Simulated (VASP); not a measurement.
# TiC (Fm-3m) in VASP: a series of runs

TiC is run at these levels: PBE; tasks: vibrations by perturbation theory.

All numbers are computed with VASP 6.6.1; they aren't measurements. Logs are shortened: lines on timing, memory, paths and dates and some standing lists are left out, and cuts for length are marked.

### 1 The cell of the first run

It takes space group Fm-3m (No. 225, cubic). Conventional cell: a = 4.275 Å, b = 4.275 Å, c = 4.275 Å, α = 90.00°, β = 90.00°, γ = 90.00°. Ti (site symmetry m-3m) has 6 C at 2.14 Å within 2.8 Å. Within 2.8 Å of C (site symmetry m-3m) lie 6 Ti at 2.14 Å.

### 2 Vibrations by perturbation theory, PBE

INCAR

```
ALGO = Normal
EDIFF = 1E-8
ENCUT = 520
GGA = PE
IBRION = 8
ISIF = 2
ISMEAR = -1
LASPH = T
LCHARG = F
LREAL = F
LWAVE = F
NBANDS = 15
NELM = 100
NSW = 1
PREC = Accurate
SIGMA = 0.15
```

KPOINTS

```
k-points
0
Gamma
  16 16 16
```

POSCAR

```
TiC
1.0
    0.0000000000      2.1376040173      2.1376040173
    2.1376040173      0.0000000000      2.1376040173
    2.1376040173      2.1376040173      0.0000000000
Ti C
1 1
Direct
    0.0000000000      0.0000000000      0.0000000000
    0.5000000000      0.5000000000      0.5000000000
```

Potentials or basis: VASP PAW PBE potentials, release 64 (Ti_sv, C).

Run with:

```sh
$ cat potpaw_PBE.64/Ti_sv/POTCAR potpaw_PBE.64/C/POTCAR > POTCAR
$ mpirun -np 1 vasp_std > vasp.out
```

OUTCAR:

```text
EDIFF = 1E-8
   ENCUT = 520
   GGA = PE
   IBRION = 8
   ISIF = 2
   ISMEAR = -1
   LASPH = T
   LREAL = F
   NELM = 100
   NSW = 1
   PREC = Accurate

 ion  position               nearest neighbor table
   1  0.000  0.000  0.000-   2 2.14   2 2.14   2 2.14   2 2.14   2 2.14   2 2.14
   2  0.500  0.500  0.500-   1 2.14   1 2.14   1 2.14   1 2.14   1 2.14   1 2.14

  LATTYP: Found a face centered cubic cell.
 ALAT       =     4.2752080346

  Lattice vectors:

 A1 = (   0.0000000000,   2.1376040173,   2.1376040173)
 A2 = (   2.1376040173,   0.0000000000,   2.1376040173)
 A3 = (   2.1376040173,   2.1376040173,   0.0000000000)

Analysis of symmetry for initial positions (statically):
=====================================================================
 Subroutine PRICEL returns:
 Original cell was already a primitive cell.

 Routine SETGRP: Setting up the symmetry group for a
 face centered cubic supercell.

 Subroutine GETGRP returns: Found 48 space group operations
 (whereof 48 operations were pure point group operations)
 out of a pool of 48 trial point group operations.

The static configuration has the point symmetry O_h .

Analysis of symmetry for dynamics (positions and initial velocities):
=====================================================================
 Subroutine PRICEL returns:
 Original cell was already a primitive cell.

 Routine SETGRP: Setting up the symmetry group for a
 face centered cubic supercell.

 Subroutine GETGRP returns: Found 48 space group operations
 (whereof 48 operations were pure point group operations)
 out of a pool of 48 trial point group operations.

The dynamic configuration has the point symmetry O_h .

 Subroutine INISYM returns: Found 48 space group operations
 (whereof 48 operations are pure point group operations),
 and found     1 'primitive' translations

----------------------------------------------------------------------------------------

                                     Primitive cell

  volume of cell :      19.5349

  direct lattice vectors                    reciprocal lattice vectors
     0.000000000  2.137604017  2.137604017    -0.233906746  0.233906746  0.233906746
     2.137604017  0.000000000  2.137604017     0.233906746 -0.233906746  0.233906746
     2.137604017  2.137604017  0.000000000     0.233906746  0.233906746 -0.233906746

  length of vectors
     3.023028592  3.023028592  3.023028592     0.405138368  0.405138368  0.405138368

  position of ions in fractional coordinates (direct lattice)
     0.000000000  0.000000000  0.000000000
     0.500000000  0.500000000  0.500000000

  ion indices of the primitive-cell ions
   primitive index   ion index
                 1           1
                 2           2

----------------------------------------------------------------------------------------

 KPOINTS: k-points

Automatic generation of k-mesh.
 Grid dimensions read from file:
 generate k-points for:   16   16   16

 Generating k-lattice:

  Cartesian coordinates                     Fractional coordinates (reciprocal lattice)
    -0.014619172  0.014619172  0.014619172     0.062500000  0.000000000  0.000000000
     0.014619172 -0.014619172  0.014619172     0.000000000  0.062500000  0.000000000
     0.014619172  0.014619172 -0.014619172     0.000000000  0.000000000  0.062500000

  Length of vectors
     0.025321148  0.025321148  0.025321148

  Shift w.r.t. Gamma in fractional coordinates (k-lattice)
     0.000000000  0.000000000  0.000000000

[... 82 lines left out ...]
  energy-cutoff  :      520.00
  volume of cell :       19.53
 maximum number of plane-waves:       544
   NGX = 11   NGY = 11   NGZ = 11

--------------------------------------- Ionic step        1  -------------------------------------------

 number of electron      16.0000004 magnetization

 Free energy of the ion-electron system (eV)
  ---------------------------------------------------
  ext. energy  EPLUGINS =         0.00000000
  ---------------------------------------------------
  free energy    TOTEN  =       -18.69259070 eV

  energy without entropy =      -18.66854854  energy(sigma->0) =      -18.68056962

 E-fermi :   9.8766     XC(G=0): -12.9024

 val. band max:        9.8760132814   @ k =   0.5000   0.5000   0.0000
 cond. band min:       9.9122158922   @ k =   0.4375   0.3750   0.0000
 fundamental gap:      0.0362026108
 Fermi energy:         9.8766366636

 k-point     1 :       0.0000    0.0000    0.0000
  band No.  band energies     occupation
      1     -46.5927      2.00000
      2     -22.5948      2.00000
      3     -22.5948      2.00000
      4     -22.5948      2.00000
      5      -2.7017      2.00000
      6      10.5884      0.01724
      7      10.5884      0.01724
      8      10.5884      0.01724
      9      11.6055      0.00002
     10      11.6055      0.00002
     11      11.6055      0.00002
     12      11.6791      0.00001
     13      11.6791      0.00001
     14      20.9468      0.00000
[... 401 lines left out ...]
      2     -22.6490      2.00000
      3     -22.6097      2.00000
      4     -22.5960      2.00000
      5      -2.4566      2.00000
      6       9.6486      1.64123
      7       9.8375      1.12984
      8       9.8389      1.12525
      9      10.7053      0.00794
     10      11.3181      0.00013
     11      12.2245      0.00000
     12      12.8329      0.00000
     13      13.7232      0.00000
     14      21.3449      0.00000
     15      24.1881      0.00000

 [... further k-points ...]

------------------------ aborting loop because EDIFF is reached ----------------------------------------

  FORCE on cell =-STRESS in cart. coord.  units (eV):
  Direction    XX          YY          ZZ          XY          YZ          ZX
  --------------------------------------------------------------------------------------
  -------------------------------------------------------------------------------------
  Total        1.3643899      1.3643899      1.3643899      0.0000000      0.0000000     -0.0000000
  in kB      111.9018640    111.9018640    111.9018640      0.0000000      0.0000000     -0.0000000
  external PRESSURE =     111.9018640 kB  Pullay stress =       0.0000000 kB

 VOLUME and BASIS-vectors are now :
 -----------------------------------------------------------------------------
  energy-cutoff  :      520.00
  volume of cell :       19.53
      direct lattice vectors                 reciprocal lattice vectors
     0.000000000  2.137604017  2.137604017    -0.233906746  0.233906746  0.233906746
     2.137604017  0.000000000  2.137604017     0.233906746 -0.233906746  0.233906746
     2.137604017  2.137604017  0.000000000     0.233906746  0.233906746 -0.233906746

 POSITION                                       TOTAL-FORCE (eV/Angst)
 -----------------------------------------------------------------------------------
      0.00000      0.00000      0.00000        -0.000000      0.000000     -0.000000
      2.13760      2.13760      2.13760         0.000000     -0.000000      0.000000
 -----------------------------------------------------------------------------------
    total drift:                                0.000000     -0.000000     -0.000000

  FREE ENERGIE OF THE ION-ELECTRON SYSTEM (eV)
  ---------------------------------------------------
  free  energy   TOTEN  =       -18.6925906999 eV

  energy  without entropy=      -18.6685485444  energy(sigma->0) =      -18.68056962

[... ionic steps 2 to 3 ...]

--------------------------------------- Ionic step        4  -------------------------------------------

------------------------ aborting loop because EDIFF is reached ----------------------------------------

[... ionic steps 5 to 6 ...]

--------------------------------------- Ionic step        7  -------------------------------------------

 Free energy of the ion-electron system (eV)
  ---------------------------------------------------
  ---------------------------------------------------
  free energy    TOTEN  =        -0.11955600 eV

  energy without entropy =       -0.11955600

------------------------ aborting loop because EDIFF is reached ----------------------------------------

 INTERNAL STRAIN TENSOR  FOR ION    2  DIRECTION 1   (eV/Angst):
 -----------------------------------------------------------------------------
    -0.00986 -0.00000 -0.00000
     0.00000  0.00408  0.00000
    -0.00000  0.00000  0.00408

 INTERNAL STRAIN TENSOR FOR ION    2 for displacements in x,y,z  (eV/Angst):
          X           Y           Z          XY          YZ          ZX
  --------------------------------------------------------------------------------
  x     0.00000     0.00000     0.00000     0.00000     0.00000     0.00000
  y     0.00000     0.00000     0.00000     0.00000     0.00000     0.00000
  z     0.00000     0.00000     0.00000     0.00000     0.00000     0.00000

 SECOND DERIVATIVES (NOT SYMMETRIZED)
 ------------------------------------
               1X          1Y          1Z          2X          2Y          2Z
  1X   -10.899511    0.000000    0.000000   10.899511    0.000000    0.000000
  1Y     0.000000  -10.899511    0.000000    0.000000   10.899511    0.000000
  1Z     0.000000    0.000000  -10.899511    0.000000    0.000000   10.899511
  2X    10.884256    0.000000    0.000000  -10.884256    0.000000    0.000000
  2Y     0.000000   10.884256    0.000000    0.000000  -10.884256    0.000000
  2Z     0.000000    0.000000   10.884256    0.000000    0.000000  -10.884256

 Eigenvectors and eigenvalues of the dynamical matrix
 ----------------------------------------------------

   1 f  =   16.646589 THz   104.593606 2PiTHz  555.270453 cm-1    68.844731 meV
             X         Y         Z           dx          dy          dz
      0.000000  0.000000  0.000000    -0.448076   -0.000000    0.000000
      2.137604  2.137604  2.137604     0.893995   -0.000000    0.000000
[... 21 lines left out ...]
   6 f/i=    0.004670 THz     0.029343 2PiTHz    0.155775 cm-1     0.019314 meV
             X         Y         Z           dx          dy          dz
      0.000000  0.000000  0.000000    -0.001788   -0.797474   -0.404053
      2.137604  2.137604  2.137604    -0.000896   -0.399699   -0.202514

--------------------------------------------------------------------------------------------------------

 ELASTIC MODULI CONTR FROM IONIC RELAXATION (kBar)
 Direction    XX          YY          ZZ          XY          YZ          ZX
 --------------------------------------------------------------------------------
 XX           0.0000      0.0000      0.0000      0.0000      0.0000      0.0000
 YY           0.0000      0.0000      0.0000      0.0000      0.0000      0.0000
 ZZ           0.0000      0.0000      0.0000      0.0000      0.0000      0.0000
 XY           0.0000      0.0000      0.0000      0.0000      0.0000      0.0000
 YZ           0.0000      0.0000      0.0000      0.0000      0.0000      0.0000
 ZX           0.0000      0.0000      0.0000      0.0000      0.0000      0.0000
 --------------------------------------------------------------------------------
```

Wall time 7.1 min (1 thread of Intel Xeon 8259CL, shared host); peak memory 0.36 GiB.

Results:

| Property | Result |
| --- | --- |
| Highest phonon frequency at Γ | 555 cm⁻¹ |

Phonon frequencies in cm⁻¹ (negative: imaginary):
```tsv
q point	frequencies
(0.000, 0.000, 0.000)	0 0 0 555 555 555
```

Caveat: the cell stands under pressure or tension, which shifts response properties.

(Continued in part 2 of 2.)
